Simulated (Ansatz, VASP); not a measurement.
# One calculation of V, two programs

INCAR

```
SYSTEM = V
ALGO     = Normal         ! electronic algorithm
EDIFF    = 1E-7           ! SCF threshold, eV
ENCUT    = 520            ! plane-wave cutoff, eV
GGA      = PE             ! functional
ISIF     = 2              ! what is computed and relaxed
ISMEAR   = -1             ! smearing method
ISPIN    = 2              ! spin polarisation
LASPH    = .TRUE.         ! aspherical terms in the spheres
LCHARG   = .FALSE.        ! write CHGCAR
LMAXMIX  = 4              ! l up to which the mixer works
LORBIT   = 11             ! projections on sites
LREAL    = .FALSE.        ! projectors in reciprocal space
LWAVE    = .FALSE.        ! write WAVECAR
MAGMOM   = 1.5            ! initial moments
NBANDS   = 16             ! bands
NELM     = 150            ! most SCF steps
PREC     = Accurate       ! precision mode
SIGMA    = 0.03           ! smearing width, eV
```

KPOINTS

```
k-points
0
G
  15 15 15
  0 0 0
```

The input POSCAR:

```
V
1.0
   -1.5230201596      1.5230201596      1.5230201596
    1.5230201596     -1.5230201596      1.5230201596
    1.5230201596      1.5230201596     -1.5230201596
V
1
Direct
    0.0000000000      0.0000000000      0.0000000000
```

Input for Ansatz:

```yaml
crystal:
  lattice:
    - [-1.5230201596, 1.5230201596, 1.5230201596]
    - [1.5230201596, -1.5230201596, 1.5230201596]
    - [1.5230201596, 1.5230201596, -1.5230201596]
  atoms:
    - { symbol: V, position: [0.0, 0.0, 0.0], spin: 1.5 }
magnetization:
  spin_polarized: true
kpoints:
  mp_grid: { grid: [15, 15, 15] }
scf:
  occupations: { method: fermi_dirac, width: 0.03 }
hamiltonian:
  xc: pbe
  pseudopotentials: { kind: all_electron, lapw: { basis_error: 0.001 } }
output:
  forces: true
  stress: true
  eigenvalues: true
```

Change from the starting cell: volume scaled by 1.02.

Alike in both runs: task single point; functional PBE; k mesh 15 × 15 × 15; occupations fermi-dirac, width 0.03 eV; collinear spin.

|  | VASP | Ansatz |
| --- | --- | --- |
| version | VASP 6.6.1 | Ansatz 0.2.0 |
| potentials or method | VASP PAW PBE potentials, release 64 (V_sv), cutoff 520 eV | all-electron LAPW, scalar-relativistic |

|  | VASP | Ansatz | Ansatz less VASP |
| --- | --- | --- | --- |
| pressure (GPa) | -8.2 | -8.4 | -0.24 |
| net moment per atom (μB) | 0.00 | 0.00 | 0.000 |

Ansatz ran all-electron here, and VASP with PAW potentials. Ansatz's warnings: seeded moment not kept.
